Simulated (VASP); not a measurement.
## InPd: single point with PBE

InPd:

```xyz
2
Lattice="3.2719 0.0000 0.0000 0.0000 3.2719 0.0000 0.0000 0.0000 3.2719" Properties=species:S:1:pos:R:3 pbc="T T T"
In    0.0000    0.0000    0.0000
Pd    1.6359    1.6359    1.1859
```

This cell differs from its parent crystal: atom 2 (Pd) moved by (+0.000, -0.450) A along [1 1 0] and z.

* Program: VASP 6.6.1
* Task: single point
* Functional: PBE
* Potentials or basis: VASP PAW PBE potentials, release 64 (In_d, Pd)
* Cutoff: 520 eV
* k mesh: 14 × 14 × 14
* Occupations: gaussian, width 0.15 eV
* Spin: no spin polarisation
* Dipole correction: no
* Further INCAR settings: ALGO = Fast; EDIFF = 1e-07; NBANDS = 18

| Item | Value |
| --- | --- |
| Pressure | 13.2 GPa |
| Largest force | 1.904 eV/Å |
| Band gap on the k mesh | zero (an odd number of electrons rules out a gap without spin polarisation) |

Forces in eV/Å, atoms in the order of the input:
```
In   0.000  0.000 -1.904
Pd   0.000  0.000  1.904
```

Stress tensor (GPa, compression positive):
```
16.19  0.00  0.00
 0.00 16.19  0.00
 0.00  0.00  7.19
```

Levels at points of the mesh, in eV from the Fermi level:
```tsv
k point	band 10	band 11	band 12	band 13	band 14	band 15
(0.00, 0.00, 0.00)	-2.51	-2.50	4.27	4.27	5.21	8.60
(0.50, 0.00, 0.00)	-3.10	-2.38	-1.35	7.58	9.51	9.71
(0.00, 0.00, 0.50)	-3.36	-2.56	-1.07	8.73	8.73	9.86
(0.50, 0.50, 0.00)	-1.99	-1.99	-1.93	1.40	2.43	10.32
(0.00, 0.50, 0.50)	-2.53	-1.87	-1.85	1.36	2.28	9.88
(0.50, 0.50, 0.50)	-1.81	0.08	2.57	2.57	3.82	4.54
```

It took 4.2 min on 1 thread of Intel Xeon 8259CL, with other jobs on the host, peak memory 0.29 GiB.

Caveat: the cell differs from its parent crystal (atom 2 (Pd) moved by (+0.000, -0.450) A along [1 1 0] and z); the stress differs along the axes, from 7 to 16 GPa; spin-orbit coupling is left out, which moves the levels of the heavy elements; forces of over 1 eV/Å act on the atoms, so gaps and moduli don't describe the material at rest.
